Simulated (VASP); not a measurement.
Set up this calculation in VASP 6.6.1, as the native input.

```
Task                   : single point
Functional             : PBEsol
Potentials or basis    : VASP PAW PBE potentials, release 64 (Li_sv, Mg, B, N)
Cutoff                 : 520 eV
k mesh                 : 8 × 8 × 8
Occupations            : gaussian, width 0.05 eV
Spin                   : no spin polarisation
Dipole correction      : no
Further INCAR settings : ALGO = Normal; EDIFF = 1e-07; NBANDS = 17
```

The structure of LiMgBN2 lies in POSCAR:

```
LiMgBN2
1.0
   -1.8892991571      1.8892991571      4.4238420579
    1.8892991571     -1.8892991571      4.4238420579
    1.8892991571      1.8892991571     -4.4238420579
Li Mg B N
1 1 1 2
Direct
    0.2500000000      0.7500000000      0.5000000000
    0.7500000000      0.2500000000      0.5000000000
    0.5000000000      0.5000000000      0.0000000000
    0.6608378126      0.6608378126      0.0000000000
    0.3391621874      0.3391621874      0.0000000000
```

This cell differs from its parent crystal: atoms shifted along a free coordinate.

These files were run (other wordings do the same):

INCAR

```
SYSTEM = LiMgBN2
PREC     = Accurate       ! precision mode
ENCUT    = 520            ! plane-wave cutoff, eV
EDIFF    = 1E-7           ! SCF threshold, eV
ISMEAR   = 0              ! smearing method
SIGMA    = 0.05           ! smearing width, eV
LREAL    = .False.        ! projectors in reciprocal space
LASPH    = .True.         ! aspherical terms in the spheres
NELM     = 80             ! most SCF steps
ALGO     = Normal         ! electronic algorithm
ISIF     = 2              ! what is computed and relaxed
LWAVE    = .False.        ! write WAVECAR
LCHARG   = .True.         ! write CHGCAR
GGA      = PS             ! functional
LELF     = .True.         ! ELF
LVHAR    = .True.       
NBANDS   = 17             ! bands
```

KPOINTS

```
Automatic mesh
0
Gamma
  8 8 8
  0 0 0
```

Potentials or basis: VASP PAW PBE potentials, release 64 (Li_sv, Mg, B, N).

Launch:

```console
$ cat potpaw_PBE.64/Li_sv/POTCAR potpaw_PBE.64/Mg/POTCAR potpaw_PBE.64/B/POTCAR potpaw_PBE.64/N/POTCAR > POTCAR
$ mpirun -np 1 vasp_std > vasp.out
```

Results of the run:

```json
{
 "Largest force": "3.835 eV/Å",
 "Band gap on the k mesh": "2.35 eV (least direct gap 3.66 eV)"
}
```

Caveat: the cell differs from its parent crystal (atoms shifted along a free coordinate); the PAW data sets were made with another functional, which shifts forces and pressure a little.

Wall time 44 s on 1 thread of Intel(R) Xeon(R) 6975P-C (Granite Rapids) (shared host), peak memory 0.27 GiB.
